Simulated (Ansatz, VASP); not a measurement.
One calculation of TiCo, two programs

```
Ti Co
1.0
     3.01476    0.00000    0.00000
     0.00000    3.01476    0.00000
     0.00000    0.00000    3.01476
Ti Co
1 1
Direct
  0.00000 0.00000 0.00000
  0.50000 0.50000 0.50000
```

Alike in both runs: task single point; functional PBE; k mesh 18 × 18 × 18; occupations gaussian, width 0.1 eV; collinear spin.

```csv
,VASP,Ansatz
version,VASP 6.6.1,Ansatz 0.2.0
potentials or method,"VASP PAW PBE potentials, release 64 (Ti_sv, Co), cutoff 520 eV","scalar-relativistic, plane waves, PAW"
valence electrons in the cell,21,29
```

VASP gave:

```
gap on the k mesh at the Fermi level (eV)                     : none
pressure (GPa)                                                : -5.0
net moment per atom (μB)                                      : 0.44
size of the moment on the site where the two differ most (μB) : 0.99
```

Question: Which values does Ansatz return?

Answer: gap on the k mesh at the Fermi level (eV): none; pressure (GPa): -4.6; net moment per atom (μB): 0.44; size of the moment on the site where the two differ most (μB): 1.03.

Site moments also hang on the region over which each program counts them. A gap of «none» marks a metal or a gap that the smearing closes. The functional is the same, so the differences come from potentials, cutoffs and numerics. VASP's potentials hold 21 valence electrons a cell and Ansatz's 29, so a difference there can come from the potentials and not from the codes.
